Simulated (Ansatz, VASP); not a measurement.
# Si2Mo: VASP beside Ansatz

INCAR

```
PREC = Accurate ; ENCUT = 520
EDIFF = 1E-8 ; ISMEAR = -1
SIGMA = 0.08 ; LREAL = F
LASPH = T ; NELM = 80
ALGO = Normal ; ISIF = 2
LWAVE = F ; LCHARG = F
GGA = PS ; LEFG = T
NBANDS = 18
```

KPOINTS

```
Automatic mesh
0
Gamma
  16 16 16
```

The input POSCAR:

```
Si2Mo
1.0
   -1.5446950000      1.6233050000      3.9305000000
    1.6233050000     -1.5446950000      3.9305000000
    1.5766950000      1.5766950000     -3.8985000000
Si Mo
2 1
Direct
    0.3330000000      0.3330000000      0.0000000000
    0.6670000000      0.6670000000      0.0000000000
    0.0000000000      0.0000000000      0.0000000000
```

Input for Ansatz:

```yaml
crystal:
  lattice:
    - [-1.544695, 1.623305, 3.9305]
    - [1.623305, -1.544695, 3.9305]
    - [1.576695, 1.576695, -3.8985]
  atoms:
    - { symbol: Si, position: [0.333, 0.333, 0.0] }
    - { symbol: Si, position: [0.667, 0.667, 0.0] }
    - { symbol: Mo, position: [0.0, 0.0, 0.0] }
kpoints:
  mp_grid: { grid: [16, 16, 16] }
scf:
  occupations: { method: fermi_dirac, width: 0.08 }
hamiltonian:
  xc: pbesol
  pseudopotentials: { kind: all_electron, datasets: crystal }
output:
  forces: true
  stress: true
  eigenvalues: true
  efg: { contact_densities: true }
```

Change from the starting cell: equal xy, yz and zx shear strains of +2 %, crystal datasets.

Alike in both runs: task electric field gradients; functional PBEsol; k mesh 16 × 16 × 16; occupations fermi-dirac, width 0.08 eV; no spin polarisation.

```csv
,VASP,Ansatz
version,VASP 6.6.1,Ansatz 0.2.0
potentials or method,"VASP PAW PBE potentials, release 64 (Si, Mo_sv), cutoff 520 eV","all-electron PAW with datasets made for the crystal, scalar-relativistic"
```

```csv
,VASP,Ansatz,Ansatz less VASP
pressure (GPa),-2.1,-2.4,-0.33
"traceless stress, the component that is largest in VASP (GPa)",-3.85,-3.85,+0.006
rms of the force components (eV/Å),0.149,0.151,+0.0017
size of Vzz on the site where it differs most (V/Å²),61.5,62.7,+1.29
```

VASP's potentials were made for PBE, not for PBEsol. Atom by atom the forces differ by 0.002 eV/Å (rms over components). Ansatz ran all-electron here, and VASP with PAW potentials.
